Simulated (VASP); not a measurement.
Write the native input for VASP 6.6.1 that does the following.

* Task: single point
* Functional: PBE
* Potentials or basis: VASP PAW PBE potentials, release 64 (Zr_sv, B)
* Cutoff: 520 eV
* k mesh: 15 × 15 × 12
* Occupations: gaussian, width 0.1 eV
* Spin: no spin polarisation
* Dipole correction: no
* Further INCAR settings: ALGO = Normal; EDIFF = 1e-07; NBANDS = 16

The structure of ZrB2 lies in POSCAR:

```
ZrB2
1.0
    3.2651464455      0.0000000000      0.0000000000
   -1.6325732227      2.8276997689      0.0000000000
    0.0000000000      0.0000000000      3.6754485188
Zr B
1 2
Direct
    0.0000000000      0.0000000000      0.0000000000
    0.3333333333      0.6666666667      0.5000000000
    0.6666666667      0.3333333333      0.5000000000
```

This cell differs from its parent crystal: volume scaled by 1.10, then relaxed in part.

These files were run (other wordings do the same):

INCAR

```
SYSTEM = ZrB2
PREC = Accurate
ENCUT = 520
EDIFF = 1E-7
ISMEAR = 0
SIGMA = 0.1
LREAL = .False.
LASPH = .True.
NELM = 60
ALGO = Normal
ISIF = 2
LWAVE = .False.
LCHARG = .False.
GGA = PE
NBANDS = 16
```

KPOINTS

```
regular mesh
0
Gamma
  15 15 12
  0 0 0
```

Potentials or basis: VASP PAW PBE potentials, release 64 (Zr_sv, B).

The run is started by

```sh
$ cat potpaw_PBE.64/Zr_sv/POTCAR potpaw_PBE.64/B/POTCAR > POTCAR
$ mpirun -np 1 vasp_std > vasp.out
```

Results of the run:

```json
{
  "Pressure": "-18.7 GPa",
  "Band gap on the k mesh": "zero (band 9 reaches 10.15 eV, above the bottom of band 10 at 9.26 eV)"
}
```

It took 61 s on 1 thread of Intel Xeon 6975P-C (shared host), peak memory 0.22 GiB.
